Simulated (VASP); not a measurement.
# Sb (Fm-3m) in VASP: settings compared

Sb is run at these levels: PBE, PBE+D3(BJ), PBE+D4, PBEsol+D4; tasks: single point.

All numbers are computed with VASP 6.6.1; they aren't measurements. Logs are shortened: lines on timing, memory, paths and dates and some standing lists are left out, and cuts for length are marked.

## Step 1: The cell of the first run

The structure is cubic, space group Fm-3m (No. 225). Conventional cell: a = 4.742 Å, b = 4.742 Å, c = 4.742 Å, α = 90.00°, β = 90.00°, γ = 90.00°. Within 4.4 Å of Sb (site symmetry m-3m) lie 12 Sb at 3.35 Å.

## Step 2: Single point, PBE

The input, INCAR:

```
PREC = Accurate
ENCUT = 520
EDIFF = 1E-6
ISMEAR = 0
SIGMA = 0.027000000000000003
LREAL = F
LASPH = T
NELM = 80
ALGO = Normal
ISIF = 2
LWAVE = F
LCHARG = F
GGA = PE
NBANDS = 8
```

The input, KPOINTS:

```
Automatic mesh
0
Gamma
  10 10 10
```

The input, POSCAR:

```
Sb
1.0
    0.0000000000      2.3712425216      2.3712425216
    2.3712425216      0.0000000000      2.3712425216
    2.3712425216      2.3712425216      0.0000000000
Sb
1
Direct
    0.0000000000      0.0000000000      0.0000000000
```

Potentials or basis: VASP PAW PBE potentials, release 64 (Sb).

Command:

```bash
> cat potpaw_PBE.64/Sb/POTCAR > POTCAR
> mpirun -np 1 vasp_std > vasp.out
```

OUTCAR:

```text
PREC = Accurate
   ENCUT = 520
   EDIFF = 1E-6
   ISMEAR = 0
   LREAL = F
   LASPH = T
   NELM = 80
   ISIF = 2
   GGA = PE

 ion  position               nearest neighbor table
   1  0.000  0.000  0.000-

  LATTYP: Found a face centered cubic cell.
 ALAT       =     4.7424850432

  Lattice vectors:

 A1 = (   0.0000000000,   2.3712425216,   2.3712425216)
 A2 = (   2.3712425216,   0.0000000000,   2.3712425216)
 A3 = (   2.3712425216,   2.3712425216,   0.0000000000)

Analysis of symmetry for initial positions (statically):
=====================================================================
 Subroutine PRICEL returns:
 Original cell was already a primitive cell.

 Routine SETGRP: Setting up the symmetry group for a
 face centered cubic supercell.

 Subroutine GETGRP returns: Found 48 space group operations
[... 9 lines left out ...]

 Routine SETGRP: Setting up the symmetry group for a
 face centered cubic supercell.

 Subroutine GETGRP returns: Found 48 space group operations
[... 11 lines left out ...]
                                     Primitive cell

  volume of cell :      26.6660

  direct lattice vectors                    reciprocal lattice vectors
     0.000000000  2.371242522  2.371242522    -0.210859916  0.210859916  0.210859916
     2.371242522  0.000000000  2.371242522     0.210859916 -0.210859916  0.210859916
     2.371242522  2.371242522  0.000000000     0.210859916  0.210859916 -0.210859916

  length of vectors
     3.353443334  3.353443334  3.353443334     0.365220089  0.365220089  0.365220089

  position of ions in fractional coordinates (direct lattice)
     0.000000000  0.000000000  0.000000000

  ion indices of the primitive-cell ions
   primitive index   ion index
                 1           1

----------------------------------------------------------------------------------------

 KPOINTS: Automatic mesh

Automatic generation of k-mesh.
 Grid dimensions read from file:
 generate k-points for:   10   10   10

 Generating k-lattice:

  Cartesian coordinates                     Fractional coordinates (reciprocal lattice)
    -0.021085992  0.021085992  0.021085992     0.100000000  0.000000000  0.000000000
     0.021085992 -0.021085992  0.021085992     0.000000000  0.100000000  0.000000000
     0.021085992  0.021085992 -0.021085992     0.000000000  0.000000000  0.100000000

  Length of vectors
     0.036522009  0.036522009  0.036522009

[... 47 lines left out ...]
   ISPIN  =      1    spin polarized calculation?
   LNONCOLLINEAR =      F non collinear calculations
   LSORBIT =      F    spin-orbit coupling
   LASPH  =      T    aspherical Exc in radial PAW
   ENCUT  =  520.0 eV  38.22 Ry    6.18 a.u.   6.24  6.24  6.24*2*pi/ulx,y,z
   NELM   =     80;   NELMIN=  2; NELMDL= -5     # of ELM steps
   EDIFF  = 0.1E-05   stopping-criterion for ELM
   LREAL  =      F    real-space projection
   EDIFFG = 0.1E-04   stopping-criterion for IOM
   NSW    =      0    number of steps for IOM
   IBRION =     -1    ionic relax: 0-MD 1-quasi-New 2-CG
   NFREE  =      0    steps in history (QN), initial steepest desc. (CG)
   ISIF   =      2    stress and relaxation
   ISYM   =      2    0-nonsym 1-usesym 2-fastsym
   POTIM  = 0.5000    time-step for ionic-motion
   TEBEG  =    0.0;   TEEND  =   0.0 temperature during run
   PSTRESS=    0.0 pullay stress
   NELECT =       5.0000    total number of electrons
   NUPDOWN=      -1.0000    fix difference up-down
   EMIN   =  10.00;   EMAX   =-10.00  energy-range for DOS
   EFERMI =   0.00;   METHOD = LEGACY
   ISMEAR =     0;   SIGMA  =   0.03  broadening in eV -4-tet -1-fermi 0-gaus
   EFERMI_NEDOS =   21; number of points for ismear=-14 and -15
   IALGO  =     38    algorithm
   IMIX   =      4    mixing-type and parameters
     AMIX     =   0.40;   BMIX     =  1.00
     AMIX_MAG =   1.60;   BMIX_MAG =  1.00
  volume/ion in A,a.u.               =      26.67       179.95
  Fermi-wavevector in a.u.,A,eV,Ry     =   0.937013  1.770697 11.945820  0.877993
  Thomas-Fermi vector in A             =   2.064081
   LORBIT       =      0    0 simple, 1 ext, 2 COOP (PROOUT), +10 PAW based schemes
   GGA     = PE    functional components
   LHFCALC =     F    Hartree Fock is set to
   AEXX    =    0.0000 exact exchange contribution
   IVDW    =     0    specifies the selected vdW correction
   LEPSILON=     F    determine dielectric tensor
   LRPA    =     F    only Hartree local field effects (RPA)
 non-spin polarized calculation
 Gauss-broadening in eV      SIGMA  =   0.03
  energy-cutoff  :      520.00
  volume of cell :       26.67
 maximum number of plane-waves:       728
 NGX is ok and might be reduce to    28
   NGX = 13   NGY = 13   NGZ = 13

 number of electron       5.0000000 magnetization

 Free energy of the ion-electron system (eV)
  ---------------------------------------------------
  ext. energy  EPLUGINS =         0.00000000
  ---------------------------------------------------
  free energy    TOTEN  =        -3.81587467 eV

  energy without entropy =       -3.81522764  energy(sigma->0) =       -3.81555116

 E-fermi :   8.5941     XC(G=0): -10.2768

 val. band max:        8.5755407912   @ k =  -0.4000   0.4000   0.1000
 cond. band min:       8.6650395967   @ k =  -0.2000   0.2000   0.0000
 fundamental gap:      0.0894988054
 Fermi energy:         8.5940606121

 k-point     1 :       0.0000    0.0000    0.0000
  band No.  band energies     occupation
      1      -4.3497      2.00000
      2      14.0445      0.00000
      3      14.0445      0.00000
      4      14.0445      0.00000
      5      18.6377      0.00000
      6      18.6377      0.00000
      7      18.6377      0.00000
      8      18.8943      0.00000
[... 243 lines left out ...]
 k-point    24 :       0.4000    0.3000    0.0000
  band No.  band energies     occupation
      1      -1.0504      2.00000
      2       6.5687      2.00000
      3       8.8952      0.00000
      4       9.8055      0.00000
      5      13.8071      0.00000
      6      15.0455      0.00000
      7      23.5106      0.00000
      8      24.2218      0.00000

 [... further k-points ...]
[... 5 lines left out ...]
  --------------------------------------------------------------------------------------
  -------------------------------------------------------------------------------------
  Total        0.3043969      0.3043969      0.3043969     -0.0000000     -0.0000000      0.0000000
  in kB       18.2891241     18.2891241     18.2891241     -0.0000000     -0.0000000      0.0000000
  external PRESSURE =      18.2891241 kB  Pullay stress =       0.0000000 kB

 VOLUME and BASIS-vectors are now :
 -----------------------------------------------------------------------------
  energy-cutoff  :      520.00
  volume of cell :       26.67
      direct lattice vectors                 reciprocal lattice vectors
     0.000000000  2.371242522  2.371242522    -0.210859916  0.210859916  0.210859916
     2.371242522  0.000000000  2.371242522     0.210859916 -0.210859916  0.210859916
     2.371242522  2.371242522  0.000000000     0.210859916  0.210859916 -0.210859916

 POSITION                                       TOTAL-FORCE (eV/Angst)
 -----------------------------------------------------------------------------------
      0.00000      0.00000      0.00000        -0.000000     -0.000000      0.000000
 -----------------------------------------------------------------------------------
    total drift:                                0.000000      0.000000     -0.000000

  FREE ENERGIE OF THE ION-ELECTRON SYSTEM (eV)
  ---------------------------------------------------
  free  energy   TOTEN  =        -3.8158746711 eV

  energy  without entropy=       -3.8152276443  energy(sigma->0) =       -3.81555116
```

Run time: 8 s. Hardware: 1 thread of AMD EPYC 7R43 (Zen 3), shared host; peak memory 0.12 GiB.

What came out:

```
Free energy : -3.8159 eV
Pressure    : 1.8 GPa
```

Levels at points of the mesh, in eV from the Fermi level:
| k point | band 1 | band 2 | band 3 | band 4 | band 5 | band 6 | band 7 |
| --- | --- | --- | --- | --- | --- | --- | --- |
| (0.00, 0.00, 0.00) | -12.94 | 5.45 | 5.45 | 5.45 | 10.04 | 10.04 | 10.04 |
| (0.50, 0.00, 0.00) | -9.14 | -5.82 | 3.74 | 3.74 | 8.29 | 9.18 | 9.18 |
| (0.50, 0.50, 0.00) | -7.48 | -4.92 | 0.44 | 0.44 | 4.21 | 4.66 | 17.66 |

Caveat: spin-orbit coupling is left out, which moves the levels of the heavy elements.

## Step 3: Single point, PBE

The input, INCAR:

```
SYSTEM = Sb
PREC = Accurate
ENCUT = 520
EDIFF = 1E-6
ISMEAR = 0
SIGMA = 0.028000000000000004
LREAL = .FALSE.
LASPH = .TRUE.
NELM = 100
ALGO = Normal
ISIF = 2
LWAVE = .FALSE.
LCHARG = .FALSE.
GGA = PE
NBANDS = 8
```

The input, KPOINTS:

```
Automatic mesh
0
G
  10 10 10
  0 0 0
```

POSCAR is that of step 2.

Potentials or basis: VASP PAW PBE potentials, release 64 (Sb).

Command:

```bash
> cat potpaw_PBE.64/Sb/POTCAR > POTCAR
> mpirun -np 1 vasp_std > vasp.out
```

OUTCAR:

```text
SYSTEM = Sb
   PREC = Accurate
   ENCUT = 520
   EDIFF = 1E-6
   ISMEAR = 0
   LREAL = .FALSE.
   LASPH = .TRUE.
   NELM = 100
   ISIF = 2
   GGA = PE

 ion  position               nearest neighbor table
   1  0.000  0.000  0.000-

  LATTYP: Found a face centered cubic cell.
 ALAT       =     4.7424850432

  Lattice vectors:

 A1 = (   0.0000000000,   2.3712425216,   2.3712425216)
 A2 = (   2.3712425216,   0.0000000000,   2.3712425216)
 A3 = (   2.3712425216,   2.3712425216,   0.0000000000)

Analysis of symmetry for initial positions (statically):
[... 435 lines left out ...]
      2       6.5687      2.00000
      3       8.8952      0.00000
      4       9.8055      0.00000
      5      13.8071      0.00000
      6      15.0455      0.00000
      7      23.5106      0.00000
      8      24.2218      0.00000

 [... further k-points ...]
[... 5 lines left out ...]
  --------------------------------------------------------------------------------------
  -------------------------------------------------------------------------------------
  Total        0.3042855      0.3042855      0.3042855     -0.0000000      0.0000000     -0.0000000
  in kB       18.2824289     18.2824289     18.2824289     -0.0000000      0.0000000     -0.0000000
  external PRESSURE =      18.2824289 kB  Pullay stress =       0.0000000 kB

 VOLUME and BASIS-vectors are now :
 -----------------------------------------------------------------------------
  energy-cutoff  :      520.00
  volume of cell :       26.67
      direct lattice vectors                 reciprocal lattice vectors
     0.000000000  2.371242522  2.371242522    -0.210859916  0.210859916  0.210859916
     2.371242522  0.000000000  2.371242522     0.210859916 -0.210859916  0.210859916
     2.371242522  2.371242522  0.000000000     0.210859916  0.210859916 -0.210859916

 POSITION                                       TOTAL-FORCE (eV/Angst)
 -----------------------------------------------------------------------------------
      0.00000      0.00000      0.00000        -0.000000      0.000000      0.000000
 -----------------------------------------------------------------------------------
    total drift:                                0.000000      0.000000     -0.000000

  FREE ENERGIE OF THE ION-ELECTRON SYSTEM (eV)
  ---------------------------------------------------
  free  energy   TOTEN  =        -3.8158986378 eV

  energy  without entropy=       -3.8152272954  energy(sigma->0) =       -3.81556297
```

stdout:

```text
POSCAR found type information on POSCAR Sb
 POSCAR found :  1 types and       1 ions
 scaLAPACK will be used
 LDA part: xc-table for (Slater+PW92), standard interpolation
 POSCAR, INCAR and KPOINTS ok, starting setup
 FFT: planning ... GRIDC
 FFT: planning ... GRID_SOFT
 FFT: planning ... GRID
 WAVECAR not read
 entering main loop
```

Wall time 7.8 s (1 thread of AMD EPYC 7R43 (Zen 3), shared host); peak memory 0.12 GiB.

What came out:

| Property | Result |
| --- | --- |
| Free energy | -3.8159 eV |
| Pressure | 1.8 GPa |

Caveat: spin-orbit coupling is left out, which moves the levels of the heavy elements.

[end of part 1 of 2]
